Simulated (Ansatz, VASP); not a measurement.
BiRh in VASP and in Ansatz

```
CELL_PARAMETERS angstrom
4.05306 0.00000 0.00000
-2.02653 3.51005 0.00000
0.00000 0.00000 5.66300
ATOMIC_POSITIONS crystal
Bi 0.33333 0.66667 0.25000
Bi 0.66667 0.33333 0.75000
Rh 0.00000 0.00000 0.00000
Rh 0.00000 0.00000 0.50000
```

Change from the starting cell: equal xx and yy strain of -1 %.

Alike in both runs: task single point; functional LDA; k mesh 12 × 12 × 7; occupations fermi-dirac, width 0.03 eV; no spin polarisation.

|  | VASP | Ansatz |
| --- | --- | --- |
| version | VASP 6.6.1 | Ansatz 0.2.0 |
| potentials or method | VASP PAW LDA potentials, release 64 (Bi_d, Rh_pv), cutoff 520 eV | all-electron LAPW, scalar-relativistic |

```tsv
	VASP	Ansatz	Ansatz less VASP
pressure (GPa)	0.4	0.0	-0.38
traceless stress, the component that is largest in VASP (GPa)	-1.55	-1.58	-0.024
```

LDA's correlation is that of Perdew and Zunger in VASP and of Perdew and Wang (1992) in Ansatz. Ansatz ran all-electron here, and VASP with PAW potentials.

Spin-orbit coupling is off throughout.
